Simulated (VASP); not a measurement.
Input of a VASP 6.6.1 run:

The input INCAR:

```
SYSTEM = Ru
PREC = Accurate ; ENCUT = 520
EDIFF = 1E-6 ; ISMEAR = 0
SIGMA = 0.1 ; LREAL = .FALSE.
LASPH = .TRUE. ; NELM = 100
ALGO = Fast ; ISIF = 2
LWAVE = .FALSE. ; LCHARG = .FALSE.
GGA = PE ; NBANDS = 51
```

KPOINTS

```
Automatic mesh
0
G
  10 10 10
  0 0 0
```

File POSCAR:

```
Ru
1.0
    0.0000000000      3.5296815182      3.5296815182
    3.5296815182      0.0000000000      3.5296815182
    3.5296815182      3.5296815182      0.0000000000
Ru
6
Direct
    0.1250000000      0.1250000000      0.1250000000
    0.1250000000      0.1250000000      0.6250000000
    0.1250000000      0.6250000000      0.1250000000
    0.6250000000      0.1250000000      0.1250000000
    0.5000000000      0.5000000000      0.5000000000
    0.7500000000      0.7500000000      0.7500000000
```

Potentials or basis: VASP PAW PBE potentials, release 64 (Ru_pv).

Command:

```bash
$ cat potpaw_PBE.64/Ru_pv/POTCAR > POTCAR
$ mpirun -np 1 vasp_std > vasp.out
```

Question: Estimate the pressure.

Answer: 0.1 GPa.

Question: What does it give for the band gap on the k mesh?

Answer: Zero (band 42 reaches 12.31 eV, above the bottom of band 43 at 11.45 eV).
